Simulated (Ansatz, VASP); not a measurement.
**ZrB: VASP beside Ansatz**

```
Zr B
1.0
     0.00000    2.35406    2.35406
     2.32500    0.02906    2.32500
     2.32500    2.32500    0.02906
Zr B
1 1
Direct
  0.00000 0.00000 0.00000
  0.50000 0.50000 0.50000
```

Change from the starting cell: strain +0.0250 x Voigt [0, 0, 0, 1, 0, 0], atoms carried along.

Alike in both runs: task single point; functional PBE; k mesh 18 × 18 × 18; occupations gaussian, width 0.15 eV; no spin polarisation.

|  | VASP | Ansatz |
| --- | --- | --- |
| version | VASP 6.6.1 | Ansatz 0.2.0 |
| potentials or method | VASP PAW PBE potentials, release 64 (Zr_sv, B), cutoff 520 eV | scalar-relativistic, plane waves, PAW |
| valence electrons in the cell | 15 | 15 |

|  | VASP | Ansatz | Ansatz less VASP |
| --- | --- | --- | --- |
| gap on the k mesh at the Fermi level (eV) | none | none | - |
| pressure (GPa) | 35.0 | 34.9 | -0.17 |
| traceless stress, the component that is largest in VASP (GPa) | -1.48 | -1.48 | -0.005 |

A gap of «none» marks a metal or a gap that the smearing closes. Both programs put the cell under a high pressure, so it lies far from rest at this level.
